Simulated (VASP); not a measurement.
Here is a VASP 6.6.1 calculation.

The input INCAR:

```
SYSTEM = TaAs
ALGO = Normal ; EDIFF = 1E-7
ENCUT = 520 ; GGA = PS
ISIF = 2 ; ISMEAR = 0
LASPH = .True. ; LCHARG = .False.
LREAL = .False. ; LWAVE = .False.
NBANDS = 15 ; NELM = 100
PREC = Accurate ; SIGMA = 0.1
```

KPOINTS

```
k-points
0
Gamma
  12 12 12
  0 0 0
```

POSCAR

```
TaAs
1.0
    3.3721228481      0.0000000000      0.0000000000
   -1.6860614240      2.9203440511      0.0000000000
    0.0000000000      0.0000000000      3.4548873424
Ta As
1 1
Direct
    0.3333333333      0.6666666667      0.5000000000
    0.0000000000      0.0000000000      0.0000000000
```

Potentials or basis: VASP PAW PBE potentials, release 64 (Ta_pv, As).

The run is started by

```console
$ cat potpaw_PBE.64/Ta_pv/POTCAR potpaw_PBE.64/As/POTCAR > POTCAR
$ mpirun -np 1 vasp_std > vasp.out
```

Task: Estimate the band gap on the k mesh.

Result: Zero (band 8 reaches 7.18 eV, above the bottom of band 9 at 6.64 eV).

Task: Predict the pressure.

Result: 0.6 GPa.

Stress tensor (GPa, compression positive):
```
0.51 0.00 0.00
0.00 0.51 0.00
0.00 0.00 0.79
```

Caveat: the PAW data sets were made with another functional, which shifts forces and pressure a little; spin-orbit coupling is left out, which moves the levels of the heavy elements.
